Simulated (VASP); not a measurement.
Input of a VASP 6.6.1 run:

Contents of INCAR:

```
SYSTEM = Ba
ALGO = Normal
EDIFF = 1E-6
ENCUT = 520
GGA = PE
ISIF = 2
ISMEAR = -1
LASPH = .TRUE.
LCHARG = .TRUE.
LELF = .TRUE.
LREAL = .FALSE.
LVHAR = .TRUE.
LWAVE = .FALSE.
NBANDS = 11
NELM = 80
PREC = Accurate
SIGMA = 0.08
```

The input KPOINTS:

```
k-points
0
G
  11 11 11
  0 0 0
```

The input POSCAR:

```
Ba
1.0
   -2.2928562214      2.2928562214      2.2928562214
    2.2928562214     -2.2928562214      2.2928562214
    2.2928562214      2.2928562214     -2.2928562214
Ba
1
Direct
    0.0000000000      0.0000000000      0.0000000000
```

Potentials or basis: VASP PAW PBE potentials, release 64 (Ba_sv).

Run with:

```console
$ cat potpaw_PBE.64/Ba_sv/POTCAR > POTCAR
$ mpirun -np 1 vasp_std > vasp.out
```

(1) What does it give for the pressure?

(2) Estimate the band gap on the k mesh.

## Answers

(1) 3.7 GPa.

(2) zero (band 5 reaches 3.19 eV, above the bottom of band 6 at 1.74 eV).

Caveat: spin-orbit coupling is left out, which moves the levels of the heavy elements.
